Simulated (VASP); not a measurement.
Here is a VASP 6.6.1 calculation.

Contents of INCAR:

```
SYSTEM = Rh
ALGO = Fast ; EDIFF = 1E-7
ENCUT = 520 ; GGA = PE
ISIF = 2 ; ISMEAR = 0
LASPH = .TRUE. ; LCHARG = .FALSE.
LREAL = .FALSE. ; LWAVE = .FALSE.
NBANDS = 22 ; NELM = 100
PREC = Accurate ; SIGMA = 0.15
```

Contents of KPOINTS:

```
k-points
0
G
  21 21 12
  0 0 0
```

The input POSCAR:

```
Rh
1.0
    2.6426076955      0.0000000000      0.0000000000
   -1.3213038478      2.2885653965      0.0000000000
    0.0000000000      0.0000000000      4.3827648630
Rh
2
Direct
    0.6666666667      0.3333333333      0.7500000000
    0.3333333333      0.6666666667      0.2500000000
```

Potentials or basis: VASP PAW PBE potentials, release 64 (Rh_pv).

Command:

```bash
$ cat potpaw_PBE.64/Rh_pv/POTCAR > POTCAR
$ mpirun -np 1 vasp_std > vasp.out
```

(1) Predict the pressure.

(2) Estimate the band gap on the k mesh.

Results:

(1) 18.7 GPa.

(2) zero (bands 15 and 16 overlap by 2.57 eV).

Caveat: the cell stands under pressure.
